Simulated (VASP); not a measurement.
# GaSb (zinc blende type) (F-43m) in VASP: a series of runs

The runs below take GaSb (zinc blende type) through single point, with PBE, HSE06.

Program: VASP 6.6.1. These are calculated values, not measurements. Logs are shortened: lines on timing, memory, paths and dates and some standing lists are left out, and cuts for length are marked.

## (1) The cell of the first run

Symmetry: F-43m, No. 216, cubic system. Conventional cell: a = 6.220 Å, b = 6.220 Å, c = 6.220 Å, α = 90.00°, β = 90.00°, γ = 90.00°. Within 3.6 Å of Ga (site symmetry -43m) lie 4 Sb at 2.69 Å. Sb (site symmetry -43m) has 4 Ga at 2.69 Å within 3.6 Å.

## (2) Single point, PBE, non-collinear spin, zero start, spin-orbit coupling

The input, INCAR:

```
  PREC = Accurate
  ENCUT = 520
  EDIFF = 1E-6
  ISMEAR = -1
  SIGMA = 0.02
  LREAL = False
  LASPH = True
  NELM = 150
  ALGO = Normal
  ISIF = 2
  LWAVE = False
  LCHARG = True
  MAGMOM = 0 0 0 0 0 0
  LORBIT = 11
  LSORBIT = True
  GGA_COMPAT = False
  LORBMOM = True
  GGA = PE
  LVHAR = True
  NBANDS = 30
```

The input, KPOINTS:

```
regular mesh
0
Gamma
  6 6 6
```

The input, POSCAR:

```
GaSb
1.0
    0.0000000000      3.1100000000      3.1100000000
    3.1100000000      0.0000000000      3.1100000000
    3.1100000000      3.1100000000      0.0000000000
Ga Sb
1 1
Direct
    0.0000000000      0.0000000000      0.0000000000
    0.2500000000      0.2500000000      0.2500000000
```

Potentials or basis: VASP PAW PBE potentials, release 64 (Ga_d, Sb).

Command:

```sh
cat potpaw_PBE.64/Ga_d/POTCAR potpaw_PBE.64/Sb/POTCAR > POTCAR
mpirun -np 1 vasp_ncl > vasp.out
```

OUTCAR:

```text
PREC = Accurate
   ENCUT = 520
   EDIFF = 1E-6
   ISMEAR = -1
   LREAL = False
   LASPH = True
   NELM = 150
   ISIF = 2
   LORBIT = 11
   LSORBIT = True
   GGA = PE

 ion  position               nearest neighbor table
   1  0.000  0.000  0.000-   2 2.69   2 2.69   2 2.69   2 2.69
   2  0.250  0.250  0.250-   1 2.69   1 2.69   1 2.69   1 2.69

  LATTYP: Found a face centered cubic cell.
 ALAT       =     6.2200000000

  Lattice vectors:

 A1 = (   0.0000000000,   3.1100000000,   3.1100000000)
 A2 = (   3.1100000000,   0.0000000000,   3.1100000000)
 A3 = (   3.1100000000,   3.1100000000,   0.0000000000)

Analysis of symmetry for initial positions (statically):
=====================================================================
 Subroutine PRICEL returns:
 Original cell was already a primitive cell.

 Routine SETGRP: Setting up the symmetry group for a
 face centered cubic supercell.

 Subroutine GETGRP returns: Found 24 space group operations
 (whereof 24 operations were pure point group operations)
 out of a pool of 48 trial point group operations.

The static configuration has the point symmetry T_d .

Analysis of symmetry for dynamics (positions and initial velocities):
=====================================================================
 Subroutine PRICEL returns:
 Original cell was already a primitive cell.

 Routine SETGRP: Setting up the symmetry group for a
 face centered cubic supercell.

 Subroutine GETGRP returns: Found 24 space group operations
 (whereof 24 operations were pure point group operations)
 out of a pool of 48 trial point group operations.

The dynamic configuration has the point symmetry T_d .

Analysis of structural, dynamic, and magnetic symmetry:
=====================================================================
 Subroutine PRICEL returns:
 Original cell was already a primitive cell.

 Routine SETGRP: Setting up the symmetry group for a
 face centered cubic supercell.

 Subroutine GETGRP returns: Found 24 space group operations
 (whereof 24 operations were pure point group operations)
 out of a pool of 48 trial point group operations.

The overall configuration has the point symmetry T_d .

 Subroutine INISYM returns: Found 24 space group operations
 (whereof 24 operations are pure point group operations),
 and found     1 'primitive' translations

----------------------------------------------------------------------------------------

                                     Primitive cell

  volume of cell :      60.1605

  direct lattice vectors                    reciprocal lattice vectors
     0.000000000  3.110000000  3.110000000    -0.160771704  0.160771704  0.160771704
     3.110000000  0.000000000  3.110000000     0.160771704 -0.160771704  0.160771704
     3.110000000  3.110000000  0.000000000     0.160771704  0.160771704 -0.160771704

  length of vectors
     4.398204179  4.398204179  4.398204179     0.278464760  0.278464760  0.278464760

  position of ions in fractional coordinates (direct lattice)
     0.000000000  0.000000000  0.000000000
     0.250000000  0.250000000  0.250000000

  ion indices of the primitive-cell ions
   primitive index   ion index
                 1           1
                 2           2

----------------------------------------------------------------------------------------

 KPOINTS: regular mesh

Automatic generation of k-mesh.
 Grid dimensions read from file:
 generate k-points for:    6    6    6

 Generating k-lattice:

  Cartesian coordinates                     Fractional coordinates (reciprocal lattice)
    -0.026795284  0.026795284  0.026795284     0.166666667  0.000000000  0.000000000
     0.026795284 -0.026795284  0.026795284     0.000000000  0.166666667  0.000000000
     0.026795284  0.026795284 -0.026795284     0.000000000  0.000000000  0.166666667

  Length of vectors
     0.046410793  0.046410793  0.046410793

  Shift w.r.t. Gamma in fractional coordinates (k-lattice)
     0.000000000  0.000000000  0.000000000

 Subroutine IBZKPT returns following result:
 ===========================================

 Found     22 irreducible k-points:

 Following reciprocal coordinates:
            Coordinates               Weight
  0.000000  0.000000  0.000000      1.000000
  0.166667  0.000000  0.000000      4.000000
 -0.166667  0.000000  0.000000      4.000000
  0.333333  0.000000  0.000000      4.000000
 -0.333333  0.000000  0.000000      4.000000
[... 31 lines left out ...]
   LSORBIT =      T    spin-orbit coupling
   LASPH  =      T    aspherical Exc in radial PAW
   ENCUT  =  520.0 eV  38.22 Ry    6.18 a.u.   8.18  8.18  8.18*2*pi/ulx,y,z
   NELM   =    150;   NELMIN=  2; NELMDL= -5     # of ELM steps
   EDIFF  = 0.1E-05   stopping-criterion for ELM
   LREAL  =      F    real-space projection
[... 7 lines left out ...]
   TEBEG  =    0.0;   TEEND  =   0.0 temperature during run
   PSTRESS=    0.0 pullay stress
   NELECT =      18.0000    total number of electrons
   NUPDOWN=      -1.0000    fix difference up-down
   EMIN   =  10.00;   EMAX   =-10.00  energy-range for DOS
   EFERMI =   0.00;   METHOD = LEGACY
   ISMEAR =    -1;   SIGMA  =   0.02  broadening in eV -4-tet -1-fermi 0-gaus
   EFERMI_NEDOS =   21; number of points for ismear=-14 and -15
   IALGO  =     38    algorithm
   IMIX   =      4    mixing-type and parameters
     AMIX     =   0.40;   BMIX     =  1.00
     AMIX_MAG =   1.60;   BMIX_MAG =  1.00
  volume/ion in A,a.u.               =      30.08       202.99
  Fermi-wavevector in a.u.,A,eV,Ry     =   1.094952  2.069160 16.312310  1.198921
  Thomas-Fermi vector in A             =   2.231267
   LORBIT       =     11    0 simple, 1 ext, 2 COOP (PROOUT), +10 PAW based schemes
   GGA     = PE    functional components
   LHFCALC =     F    Hartree Fock is set to
   AEXX    =    0.0000 exact exchange contribution
   IVDW    =     0    specifies the selected vdW correction
   LEPSILON=     F    determine dielectric tensor
   LRPA    =     F    only Hartree local field effects (RPA)
  energy-cutoff  :      520.00
  volume of cell :       60.16
 maximum number of plane-waves:      3278
 NGX is ok and might be reduce to    36
   NGX = 17   NGY = 17   NGZ = 17

 number of electron      17.9999991 magnetization      -0.0000000      0.0000000      0.0000000

 number of electron      17.9999991 magnetization       0.0000000      0.0000000      0.0000000

 number of electron      17.9999991 magnetization      -0.0000000     -0.0000000     -0.0000000

 Free energy of the ion-electron system (eV)
  ---------------------------------------------------
  ext. energy  EPLUGINS =         0.00000000
  ---------------------------------------------------
  free energy    TOTEN  =        -7.41309337 eV

  energy without entropy =       -7.41278915  energy(sigma->0) =       -7.41294126

 E-fermi :   4.6021     XC(G=0):  -8.8675

 val. band max:        4.2150262110   @ k =  -0.1667   0.0000   0.0000
 cond. band min:       4.6039868666   @ k =   0.0000   0.0000   0.0000
 fundamental gap:      0.3889606556
 Fermi energy:         4.6020774571

 k-point     1 :       0.0000    0.0000    0.0000
  band No.  band energies     occupation
      1     -10.8246      1.00000
      2     -10.8246      1.00000
      3     -10.8246      1.00000
      4     -10.8246      1.00000
      5     -10.3850      1.00000
      6     -10.3850      1.00000
[... 715 lines left out ...]
     29      14.1670      0.00000
     30      14.1927      0.00000

------------------------ aborting loop because EDIFF is reached ----------------------------------------

  FORCE on cell =-STRESS in cart. coord.  units (eV):
  Direction    XX          YY          ZZ          XY          YZ          ZX
  --------------------------------------------------------------------------------------
  -------------------------------------------------------------------------------------
  Total        0.0257777      0.0257777      0.0257777     -0.0000000      0.0000000     -0.0000000
  in kB        0.6865039      0.6865039      0.6865039     -0.0000000      0.0000000     -0.0000000
  external PRESSURE =       0.6865039 kB  Pullay stress =       0.0000000 kB

 VOLUME and BASIS-vectors are now :
 -----------------------------------------------------------------------------
  energy-cutoff  :      520.00
  volume of cell :       60.16
      direct lattice vectors                 reciprocal lattice vectors
     0.000000000  3.110000000  3.110000000    -0.160771704  0.160771704  0.160771704
     3.110000000  0.000000000  3.110000000     0.160771704 -0.160771704  0.160771704
     3.110000000  3.110000000  0.000000000     0.160771704  0.160771704 -0.160771704

 POSITION                                       TOTAL-FORCE (eV/Angst)
 -----------------------------------------------------------------------------------
      0.00000      0.00000      0.00000        -0.000000     -0.000000     -0.000000
      1.55500      1.55500      1.55500         0.000000      0.000000      0.000000
 -----------------------------------------------------------------------------------
    total drift:                               -0.000000     -0.000000     -0.000000

  FREE ENERGIE OF THE ION-ELECTRON SYSTEM (eV)
  ---------------------------------------------------
  free  energy   TOTEN  =        -7.4130933709 eV

  energy  without entropy=       -7.4127891484  energy(sigma->0) =       -7.41294126

 orbital moment (x)

 # of ion     p       d       tot
 ----------------------------------------
  1         0.000   0.000   0.000
  2        -0.000  -0.000  -0.000
 ----------------------------------------
           -0.000  -0.000  -0.000

 orbital moment (y)

 # of ion     p       d       tot
 ----------------------------------------
  1        -0.000  -0.000  -0.000
  2         0.000   0.000   0.000
 ----------------------------------------
           -0.000  -0.000  -0.000

 orbital moment (z)

 # of ion     p       d       tot
 ----------------------------------------
  1         0.000   0.000   0.000
  2         0.000  -0.000  -0.000
 ----------------------------------------
            0.000  -0.000  -0.000

 Spin-Orbit-Coupling matrix elements

 Ion:    1  E_soc:     -0.0120158
 l=   1
     0.0000000    -0.0011954    -0.0011954
    -0.0011954     0.0000000    -0.0011954
    -0.0011954    -0.0011954     0.0000000
 l=   2
     0.0000000    -0.0001497     0.0000000    -0.0001497    -0.0006575
    -0.0001497     0.0000000    -0.0004931    -0.0001497    -0.0001644
     0.0000000    -0.0004931     0.0000000    -0.0004931     0.0000000
    -0.0001497    -0.0001497    -0.0004931     0.0000000    -0.0001644
    -0.0006575    -0.0001644     0.0000000    -0.0001644     0.0000000
 l=   3
     0.0000000     0.0000000     0.0000000     0.0000000     0.0000000     0.0000000     0.0000000
     0.0000000     0.0000000     0.0000000     0.0000000     0.0000000     0.0000000     0.0000000
     0.0000000     0.0000000     0.0000000     0.0000000     0.0000000     0.0000000     0.0000000
     0.0000000     0.0000000     0.0000000     0.0000000     0.0000000     0.0000000     0.0000000
     0.0000000     0.0000000     0.0000000     0.0000000     0.0000000     0.0000000     0.0000000
     0.0000000     0.0000000     0.0000000     0.0000000     0.0000000     0.0000000     0.0000000
     0.0000000     0.0000000     0.0000000     0.0000000     0.0000000     0.0000000     0.0000000

 Ion:    2  E_soc:     -0.1277716
 l=   1
     0.0000000    -0.0211599    -0.0211599
    -0.0211599     0.0000000    -0.0211599
    -0.0211599    -0.0211599     0.0000000
 l=   2
     0.0000000    -0.0000553     0.0000000    -0.0000553    -0.0000800
    -0.0000553     0.0000000    -0.0000600    -0.0000553    -0.0000200
     0.0000000    -0.0000600     0.0000000    -0.0000600     0.0000000
    -0.0000553    -0.0000553    -0.0000600     0.0000000    -0.0000200
    -0.0000800    -0.0000200     0.0000000    -0.0000200     0.0000000
 l=   3
     0.0000000     0.0000000     0.0000000     0.0000000     0.0000000     0.0000000     0.0000000
     0.0000000     0.0000000     0.0000000     0.0000000     0.0000000     0.0000000     0.0000000
     0.0000000     0.0000000     0.0000000     0.0000000     0.0000000     0.0000000     0.0000000
     0.0000000     0.0000000     0.0000000     0.0000000     0.0000000     0.0000000     0.0000000
     0.0000000     0.0000000     0.0000000     0.0000000     0.0000000     0.0000000     0.0000000
     0.0000000     0.0000000     0.0000000     0.0000000     0.0000000     0.0000000     0.0000000
     0.0000000     0.0000000     0.0000000     0.0000000     0.0000000     0.0000000     0.0000000

 total charge

# of ion       s       p       d       tot
------------------------------------------
    1        0.911   0.720   9.957  11.589
    2        1.133   1.316   0.024   2.473
--------------------------------------------------
tot          2.043   2.036   9.982  14.061

 magnetization (x)

# of ion       s       p       d       tot
------------------------------------------
    1        0.000  -0.000   0.000  -0.000
    2        0.000   0.000   0.000   0.000
--------------------------------------------------
tot          0.000  -0.000   0.000  -0.000

 magnetization (y)

# of ion       s       p       d       tot
------------------------------------------
    1       -0.000  -0.000   0.000  -0.000
    2        0.000   0.000  -0.000  -0.000
--------------------------------------------------
tot         -0.000  -0.000  -0.000  -0.000

 magnetization (z)

# of ion       s       p       d       tot
------------------------------------------
    1        0.000   0.000  -0.000   0.000
    2       -0.000  -0.000   0.000  -0.000
--------------------------------------------------
tot          0.000  -0.000   0.000   0.000
```

Wall time 2.9 min (1 thread of Intel Xeon 8259CL, shared host); peak memory 0.4 GiB.

Results:

* Free energy: -7.4131 eV
* Pressure: 0.1 GPa
* Net moment: 0.00 μB per cell
* Valence electrons inside the program's atomic spheres: Ga 11.59; Sb 2.47

Moments on the atoms (μB; x, y, z):
```
Ga  0.00 0.00 0.00
Sb  0.00 0.00 0.00
```

(Part 1 of 2 ends here.)
